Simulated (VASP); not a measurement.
# Ta3N (P-3m1) in VASP: a series of runs, part 2 of 2

VASP 6.6.1. Earlier steps stand in the parts before.

### 4 Single point, r2SCAN

This run uses another cell than the first one, of 15.28 Å³/atom, 1.046 times its volume.

Contents of POSCAR:

```
Ta3N
1.0
    3.0523055267      0.0000000000      0.0000000000
   -1.5261527634      2.6433741262      0.0000000000
    0.0000000000      0.0000000000      7.5739671740
Ta N
3 1
Direct
    0.6666666667      0.3333333333      0.8260700000
    0.3333333333      0.6666666667      0.1739300000
    0.0000000000      0.0000000000      0.5000000000
    0.0000000000      0.0000000000      0.0000000000
```

Contents of INCAR.step1:

```
  PREC = Accurate
  ENCUT = 660
  ISMEAR = -1
  SIGMA = 0.05
  LREAL = F
  LASPH = T
  NELM = 120
  NBANDS = 30
  GGA = PE
  ALGO = Normal
  EDIFF = 1E-5
  LWAVE = T
  LCHARG = F
  GGA_COMPAT = F
```

Contents of INCAR.step2:

```
  PREC = Accurate
  ENCUT = 660
  EDIFF = 1E-6
  ISMEAR = -1
  SIGMA = 0.05
  LREAL = F
  LASPH = T
  NELM = 120
  ALGO = Normal
  ISIF = 2
  LWAVE = F
  LCHARG = F
  METAGGA = R2SCAN
  LMIXTAU = T
  NBANDS = 30
  ISTART = 1
  GGA_COMPAT = F
```

Contents of KPOINTS:

```
regular mesh
0
Gamma
  10 10 4
```

Potentials or basis: VASP PAW PBE potentials, release 64 (Ta_sv_GW, N).

On the command line:

```
cat potpaw_PBE.64/Ta_sv_GW/POTCAR potpaw_PBE.64/N/POTCAR > POTCAR
cp INCAR.step1 INCAR
mpirun -np 1 vasp_std > vasp.out
cp INCAR.step2 INCAR
mpirun -np 1 vasp_std > vasp.out
```

OUTCAR:

```text
PREC = Accurate
   ENCUT = 660
   EDIFF = 1E-6
   ISMEAR = -1
   LREAL = F
   LASPH = T
   NELM = 120
   ISIF = 2
   METAGGA = R2SCAN
   ISTART = 1

 ion  position               nearest neighbor table
   1  0.667  0.333  0.826-   4 2.20   4 2.20   4 2.20   3 3.03   3 3.03   3 3.03   2 3.17   2 3.17
                             2 3.17
   2  0.333  0.667  0.174-   4 2.20   4 2.20   4 2.20   3 3.03   3 3.03   3 3.03   1 3.17   1 3.17
                             1 3.17
   3  0.000  0.000  0.500-   1 3.03   2 3.03   2 3.03   1 3.03   1 3.03   2 3.03
[... 996 lines left out ...]
  -------------------------------------------------------------------------------------
  Total       -3.6763303     -3.6763303     -2.8995891      0.0000000      0.0000000      0.0000000
  in kB      -96.3862428    -96.3862428    -76.0215965      0.0000000      0.0000000      0.0000000
  external PRESSURE =     -89.5980274 kB  Pullay stress =       0.0000000 kB

 VOLUME and BASIS-vectors are now :
 -----------------------------------------------------------------------------
  energy-cutoff  :      660.00
  volume of cell :       61.11
      direct lattice vectors                 reciprocal lattice vectors
     3.052305527  0.000000000  0.000000000     0.327621200  0.189152188  0.000000000
    -1.526152763  2.643374126  0.000000000     0.000000000  0.378304376  0.000000000
     0.000000000  0.000000000  7.573967174     0.000000000  0.000000000  0.132031203

 POSITION                                       TOTAL-FORCE (eV/Angst)
 -----------------------------------------------------------------------------------
      1.52615      0.88112      6.25663        -0.000000      0.000000      0.144392
     -0.00000      1.76225      1.31734         0.000000     -0.000000     -0.144392
      0.00000      0.00000      3.78698         0.000000      0.000000      0.000000
      0.00000      0.00000      0.00000         0.000000      0.000000      0.000000
 -----------------------------------------------------------------------------------
    total drift:                                0.000000     -0.000000     -0.000000

  FREE ENERGIE OF THE ION-ELECTRON SYSTEM (eV)
  ---------------------------------------------------
  free  energy   TOTEN  =      -164.5540950011 eV

  energy  without entropy=     -164.5309986193  energy(sigma->0) =     -164.54254681
```

OSZICAR.step1:

```text
N       E                     dE             d eps       ncg     rms          rms(c)
DAV:   1     0.455644060593E+03    0.45564E+03   -0.30967E+04  3000   0.177E+03
DAV:   2    -0.252947195207E+02   -0.48094E+03   -0.46821E+03  3786   0.451E+02
DAV:   3    -0.581738706693E+02   -0.32879E+02   -0.32436E+02  4172   0.114E+02
DAV:   4    -0.590028690790E+02   -0.82900E+00   -0.82715E+00  3852   0.170E+01
DAV:   5    -0.590143762773E+02   -0.11507E-01   -0.11498E-01  4090   0.220E+00    0.119E+02
DAV:   6    -0.537476535162E+02    0.52667E+01   -0.22563E+01  4136   0.235E+01    0.106E+02
DAV:   7    -0.536523538182E+02    0.95300E-01   -0.87805E+00  3820   0.151E+01    0.138E+01
DAV:   8    -0.534027616865E+02    0.24959E+00   -0.67039E+00  4316   0.881E+00    0.171E+01
DAV:   9    -0.531330923039E+02    0.26967E+00   -0.14627E+00  3874   0.424E+00    0.204E+01
DAV:  10    -0.531333576053E+02   -0.26530E-03   -0.96632E-02  3532   0.167E+00    0.710E+00
DAV:  11    -0.531296292694E+02    0.37283E-02   -0.16141E-02  3776   0.964E-01    0.121E+01
DAV:  12    -0.531222736376E+02    0.73556E-02   -0.28090E-02  3970   0.633E-01    0.662E+00
DAV:  13    -0.531218171288E+02    0.45651E-03   -0.28226E-03  3988   0.282E-01    0.209E+00
DAV:  14    -0.531218252977E+02   -0.81689E-05   -0.76034E-05  3440   0.469E-02
   1 F= -.53121825E+02 E0= -.53109144E+02  d E =-.253623E-01
```

Run time: 4.5 min. Hardware: 1 thread of Intel Xeon 6975P-C (Granite Rapids), shared host; peak memory 0.3 GiB.

Results:

```yaml
Free_energy: -164.5541 eV
Pressure: -9.0 GPa
Largest_force: 0.144 eV/Å
Band_gap_on_the_k_mesh: zero (band 22 reaches 11.11 eV, above the bottom of band 23 at 10.59 eV)
```

Forces on the atoms (eV/Å):
```
Ta   0.000  0.000  0.144
Ta   0.000  0.000 -0.144
Ta   0.000  0.000  0.000
N    0.000  0.000  0.000
```

Stress tensor (GPa, compression positive):
```
-9.64  0.00  0.00
 0.00 -9.64  0.00
 0.00  0.00 -7.60
```

Caveat: the PAW data sets were made with another functional, which shifts forces and pressure a little; spin-orbit coupling is left out, which moves the levels of the heavy elements.

### 5 Single point, PBEsol+U

This run uses another cell than the first one, of 14.65 Å³/atom, 1.004 times its volume.

Contents of INCAR:

```
SYSTEM = Ta3N
ALGO = Normal
EDIFF = 1E-6
ENCUT = 600
GGA = PS
GGA_COMPAT = .False.
ISIF = 2
ISMEAR = -1
LASPH = .True.
LCHARG = .True.
LDAU = .True.
LDAUJ = 0 0
LDAUL = 2 -1
LDAUPRINT = 1
LDAUTYPE = 2
LDAUU = 3 0
LELF = .True.
LMAXMIX = 4
LREAL = .False.
LVHAR = .True.
LWAVE = .False.
NBANDS = 30
NELM = 200
PREC = Accurate
SIGMA = 0.05
```

Contents of KPOINTS:

```
k-points
0
Gamma
  10 10 4
  0 0 0
```

Contents of POSCAR:

```
Ta3N
1.0
    3.0011947922      0.0000000000      0.0000000000
   -1.5005973961      2.5991109317      0.0000000000
    0.0000000000      0.0000000000      7.5144206557
Ta N
3 1
Direct
    0.6666666667      0.3333333333      0.8268165940
    0.3333333333      0.6666666667      0.1731834060
    0.0000000000      0.0000000000      0.5000000000
    0.0000000000      0.0000000000      0.0000000000
```

On the command line:

```
cat potpaw_PBE.64/Ta_sv_GW/POTCAR potpaw_PBE.64/N/POTCAR > POTCAR
mpirun -np 1 vasp_std > vasp.out
```

Wall time 79 s (1 thread of Intel Xeon Platinum 8559C (Emerald Rapids), shared host); peak memory 0.24 GiB.

Results (log left out):

```
Free energy            : -48.0873 eV
Pressure               : 7.1 GPa
Largest force          : 0.274 eV/Å
Band gap on the k mesh : zero (band 22 reaches 11.96 eV, above the bottom of band 23 at 11.42 eV)
```

Forces on the atoms (eV/Å):
```
Ta   0.000  0.000 -0.274
Ta   0.000  0.000  0.274
Ta   0.000  0.000  0.000
N    0.000  0.000  0.000
```

Stress tensor (GPa, compression positive):
```
7.37 0.00 0.00
0.00 7.37 0.00
0.00 0.00 6.53
```

Levels at points of the mesh, in eV from the Fermi level:
```csv
k point,band 19,band 20,band 21,band 22,band 23,band 24,band 25,band 26
"(0.00, 0.00, 0.00)",-1.76,-0.42,-0.38,-0.38,0.43,0.43,0.88,2.00
"(0.50, 0.00, 0.00)",-3.22,-1.37,-0.60,0.08,0.73,0.93,3.71,4.17
"(0.00, 0.00, 0.50)",-1.46,-1.27,-0.19,-0.19,0.68,0.68,1.16,1.49
"(0.50, 0.00, 0.50)",-3.00,-1.52,-1.33,-0.01,0.89,1.47,2.65,4.62
```

Eigenvalues of the final occupation matrices:
| site | spin | trace | eigenvalues |
| --- | --- | --- | --- |
| site 1 d | 1 | 1.14 | 0.21 0.21 0.24 0.24 0.25 |
| site 1 d | 2 | 1.14 | 0.21 0.21 0.24 0.24 0.25 |
| site 2 d | 1 | 1.14 | 0.21 0.21 0.24 0.24 0.25 |
| site 2 d | 2 | 1.14 | 0.21 0.21 0.24 0.24 0.25 |
| site 3 d | 1 | 1.06 | 0.15 0.15 0.24 0.24 0.28 |
| site 3 d | 2 | 1.06 | 0.15 0.15 0.24 0.24 0.28 |

Caveat: the PAW data sets were made with another functional, which shifts forces and pressure a little; spin-orbit coupling is left out, which moves the levels of the heavy elements; U without spin polarisation on a metal has little footing.

### 6 Overview

```tsv
level	U	cell	cutoff (eV)	gap on the mesh (eV)	pressure (GPa)	largest force (eV/Å)
PBEsol+U	Ta d U = 2.0 eV	a = 3.000, b = 3.000, c = 7.492 Å, angles 90.0, 90.0, 120.0°, 4 atoms	600	none	4.7	0.19
PBEsol+U	Ta d U = 5.0 eV	a = 2.995, b = 2.995, c = 7.608 Å, angles 90.0, 90.0, 120.0°, 4 atoms	600	none	11.6	0.48
r2SCAN	-	a = 3.052, b = 3.052, c = 7.574 Å, angles 90.0, 90.0, 120.0°, 4 atoms	660	none	-9.0	0.14
PBEsol+U	Ta d U = 3.0 eV	a = 3.001, b = 3.001, c = 7.514 Å, angles 90.0, 90.0, 120.0°, 4 atoms	600	none	7.1	0.27
```

Alike in all rows: task single point; potentials or basis VASP PAW PBE potentials, release 64 (Ta_sv_GW, N); no spin polarisation; k mesh 10 × 10 × 4; smearing fermi-dirac 0.05 eV.

Caveats: the PAW data sets were made with another functional, which shifts forces and pressure a little; spin-orbit coupling is left out, which moves the levels of the heavy elements; U without spin polarisation on a metal has little footing (some runs).

Total energies depend on the potentials used, so only differences within one code and one set of settings carry meaning.
